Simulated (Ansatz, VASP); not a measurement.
# Two plane-wave programs on SiNi3

```
Ni Si
1.0
     3.46969    0.00000    0.00000
     0.00000    3.46969    0.00000
     0.00000    0.00000    3.46969
Ni Si
3 1
Direct
  0.50000 0.50000 0.00000
  0.50000 0.00000 0.50000
  0.00000 0.50000 0.50000
  0.00000 0.00000 0.00000
```

Alike in both runs: task single point; functional r2SCAN; k mesh 8 × 8 × 8; occupations fermi-dirac, width 0.05 eV; collinear spin.

|  | VASP | Ansatz |
| --- | --- | --- |
| version | VASP 6.6.1 | Ansatz 0.2.0 |
| potentials or method | VASP PAW PBE potentials, release 64 (Ni, Si) | Ansatz PAW |
| plane-wave cutoff (eV) | 520 | 500 |
| valence electrons in the cell | 34 | 58 |

Ansatz gave:

| Quantity | Value |
| --- | --- |
| gap on the k mesh at the Fermi level (eV) | none |
| pressure (GPa) | -1.0 |
| net moment per atom (μB) | 0.03 |
| size of the moment on the site where the two differ most (μB) | 0.05 |

Estimate VASP's values.

gap on the k mesh at the Fermi level (eV): none; pressure (GPa): -0.7; net moment per atom (μB): 0.00; size of the moment on the site where the two differ most (μB): 0.00.

VASP's potentials were made for PBE, not for r2SCAN. Site moments also hang on the region over which each program counts them. A gap of «none» marks a metal or a gap that the smearing closes. VASP's potentials hold 34 valence electrons a cell and Ansatz's 58, so a difference there can come from the potentials and not from the codes.

Noted on Ansatz's run: the magnetic or orbital state may not be the lowest.
